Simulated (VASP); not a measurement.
A run of VASP 6.6.1 is set up as follows.

The input INCAR:

```
PREC = Accurate
ENCUT = 520
EDIFF = 1E-6
ISMEAR = -1
SIGMA = 0.1
LREAL = F
LASPH = T
NELM = 60
ALGO = Normal
ISIF = 2
LWAVE = F
LCHARG = F
GGA = PS
NBANDS = 13
```

The input KPOINTS:

```
Automatic mesh
0
Gamma
  18 18 16
```

Contents of POSCAR:

```
Ru
1.0
    2.5073575421      0.0000000000      0.0000000000
   -1.2536787711      2.1714353279      0.0000000000
    0.0000000000      0.0000000000      2.3231806761
Ru
1
Direct
    0.0000000000      0.0000000000      0.0000000000
```

Potentials or basis: VASP PAW PBE potentials, release 64 (Ru_pv).

The run is started by

```console
$ cat potpaw_PBE.64/Ru_pv/POTCAR > POTCAR
$ mpirun -np 1 vasp_std > vasp.out
```

**Question.** What does it give for the band gap on the k mesh?

**Answer.** Zero (band 7 reaches 17.28 eV, above the bottom of band 8 at 12.77 eV).

**Question.** What does it give for the pressure?

**Answer.** 52.6 GPa.

Stress tensor (GPa, compression positive):
```
52.38  0.00  0.00
 0.00 52.38  0.00
 0.00  0.00 52.99
```

Caveat: the PAW data sets were made with another functional, which shifts forces and pressure a little.
